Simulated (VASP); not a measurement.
NaCl:

```
CELL_PARAMETERS angstrom
0.00000 3.21848 3.08727
3.21848 0.00000 3.08727
3.21848 3.21848 0.00000
ATOMIC_POSITIONS crystal
Na 0.00000 0.00000 0.00000
Cl 0.25000 0.25000 0.25000
```

This cell differs from its parent crystal: biaxial xy strain +4.2%.

Base run:

```yaml
Program: VASP 6.6.1
Functional: PBE
Potentials_or_basis: VASP PAW PBE potentials, release 64 (Na_pv, Cl)
Cutoff: 520 eV
k_mesh: 8 × 8 × 8
Occupations: fermi-dirac, width 0.02 eV
Spin: no spin polarisation
```

Its results: band gap on the k mesh 4.72 eV; pressure -0.7 GPa.

Task: The run is repeated on the same cell with these changes: functional from PBE to r2SCAN; occupations from fermi-dirac, width 0.02 eV to gaussian, width 0.01 eV. What comes out?

Result: Band gap on the k mesh 5.35 eV; pressure -1.4 GPa.

Caveats: the structure was generated, so it needn't be the stable form of NaCl; the PAW data sets were made with another functional, which shifts forces and pressure a little (at least some runs).

A k mesh can miss the band edges.
